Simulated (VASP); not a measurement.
Write the native input for VASP 6.6.1 that does the following.

```
Task                   : single point
Functional             : PBE
Potentials or basis    : VASP PAW PBE potentials, release 64 (Rb_sv, Zn)
Cutoff                 : 520 eV
k mesh                 : 6 × 6 × 6
Occupations            : gaussian, width 0.1 eV
Spin                   : no spin polarisation
Dipole correction      : no
Further INCAR settings : ALGO = Normal; EDIFF = 1e-07; NBANDS = 18
```

The structure of RbZn lies in POSCAR:

```
RbZn
1.0
    0.0000000000      4.0735222347      4.0735222347
    4.0735222347      0.0000000000      4.0735222347
    4.0735222347      4.0735222347      0.0000000000
Rb Zn
1 1
Direct
    0.0000000000      0.0000000000      0.0000000000
    0.7500000000      0.7500000000      0.7500000000
```

The input as run:

INCAR

```
SYSTEM = RbZn
PREC = Accurate
ENCUT = 520
EDIFF = 1E-7
ISMEAR = 0
SIGMA = 0.1
LREAL = .False.
LASPH = .True.
NELM = 60
ALGO = Normal
ISIF = 2
LWAVE = .False.
LCHARG = .True.
GGA = PE
LELF = .True.
LVHAR = .True.
NBANDS = 18
```

KPOINTS

```
regular mesh
0
Gamma
  6 6 6
  0 0 0
```

Potentials or basis: VASP PAW PBE potentials, release 64 (Rb_sv, Zn).

Launch:

```console
$ cat potpaw_PBE.64/Rb_sv/POTCAR potpaw_PBE.64/Zn/POTCAR > POTCAR
$ mpirun -np 1 vasp_std > vasp.out
```

Results of the run:

```json
{
  "Pressure": "0.1 GPa"
}
```

It took 26 s on 1 thread of Intel(R) Xeon(R) Platinum 8559C (Emerald Rapids) (shared host), peak memory 0.31 GiB.
